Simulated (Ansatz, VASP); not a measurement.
**Two plane-wave programs on Ir**

```
CELL_PARAMETERS angstrom
2.52804 0.00000 0.00000
0.00000 2.52804 0.00000
0.00000 0.00000 2.52804
ATOMIC_POSITIONS crystal
Ir 0.00000 0.00000 0.00000
```

Alike in both runs: functional LDA; k mesh 13 × 13 × 13; occupations fermi-dirac, width 0.1 eV; no spin polarisation.

Ansatz relaxed the structure, and its values are those at the end. VASP's run is a single point on that final structure, the one shown.

|  | VASP | Ansatz |
| --- | --- | --- |
| version | VASP 6.6.1 | Ansatz 0.2.0 |
| potentials or method | VASP PAW LDA potentials, release 64 (Ir), cutoff 520 eV | plane waves (420 eV) with PAW, scalar-relativistic |
| valence electrons in the cell | 9 | 17 |

```csv
,VASP,Ansatz,Ansatz less VASP
pressure (GPa),1.4,0.0,-1.46
```

Ansatz warns that its potentials were made for another functional, while VASP's fit it. LDA's correlation is that of Perdew and Zunger in VASP and of Perdew and Wang (1992) in Ansatz. VASP's potentials hold 9 valence electrons a cell and Ansatz's 17, so a difference there can come from the potentials and not from the codes.

Neither program's run includes spin-orbit coupling.
